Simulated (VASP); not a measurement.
Y16C (a cell with a defect): single point with PBEsol

System: Y16C (a cell with a defect).

```
Y C
1.0
    -3.65000   -6.32198    0.00000
     5.47500   -3.16099    0.00000
     0.00000    0.00000   11.46830
Y C
16 1
Direct
  0.75022 0.47162 0.00336
  0.49506 0.33354 0.25956
  0.75026 0.50675 0.50347
  0.49509 0.33347 0.74727
  0.48063 0.00810 0.00342
  0.25024 0.83422 0.26361
  0.50481 0.00020 0.50340
  0.25025 0.83414 0.74324
  0.25021 0.51034 0.00339
  0.00541 0.33355 0.25957
  0.25026 0.49328 0.50343
  0.00543 0.33345 0.74728
  0.01985 0.00812 0.00345
  0.75025 0.83381 0.22354
  0.99570 0.00018 0.50341
  0.75027 0.83380 0.78333
  0.75024 0.83191 0.00351
```

- Program: VASP 6.6.1
- Task: single point
- Functional: PBEsol
- Potentials or basis: VASP PAW PBE potentials, release 64 (Y_sv, C)
- Cutoff: 520 eV
- k mesh: 3 × 3 × 2
- Occupations: gaussian, width 0.05 eV
- Spin: no spin polarisation
- Dipole correction: no
- Further INCAR settings: LREAL = Auto; ALGO = Normal; EDIFF = 1e-06; NBANDS = 104

```yaml
Pressure: -1.6 GPa
Largest_force: 0.006 eV/Å
Band_gap_on_the_k_mesh: zero (bands 90 and 91 overlap by 0.19 eV)
```

Forces on the atoms (eV/Å):
```
Y   -0.005  0.002  0.001
Y    0.001  0.001 -0.002
Y   -0.001  0.001 -0.001
Y    0.001  0.000  0.002
Y    0.005  0.002  0.000
Y   -0.002  0.001 -0.003
Y    0.002  0.001  0.001
Y   -0.002  0.001  0.003
Y    0.002 -0.001  0.000
Y    0.000 -0.001 -0.001
Y    0.000  0.000 -0.001
Y    0.000 -0.001  0.002
Y    0.000 -0.005  0.000
Y    0.000  0.000  0.000
Y    0.000 -0.002  0.001
Y    0.001  0.000  0.000
C   -0.001  0.001 -0.004
```

Stress tensor (GPa, compression positive):
```
-1.17  0.12  0.00
 0.12 -1.03  0.00
 0.00  0.00 -2.55
```

Levels at points of the mesh, in eV from the Fermi level:
| k point | band 86 | band 87 | band 88 | band 89 | band 90 | band 91 | band 92 | band 93 | band 94 | band 95 |
| --- | --- | --- | --- | --- | --- | --- | --- | --- | --- | --- |
| (0.00, 0.00, 0.00) | -0.38 | -0.32 | -0.11 | -0.07 | 0.01 | 0.10 | 0.16 | 0.16 | 0.18 | 0.36 |
| (0.00, 0.00, 0.50) | -0.25 | -0.24 | -0.23 | -0.23 | -0.09 | -0.02 | -0.01 | 0.00 | 0.08 | 0.28 |

Run time: 45 min on 1 thread of Intel Xeon 8259CL, on a shared host, peak memory 0.74 GiB.

Caveat: the PAW data sets were made with another functional, which shifts forces and pressure a little.
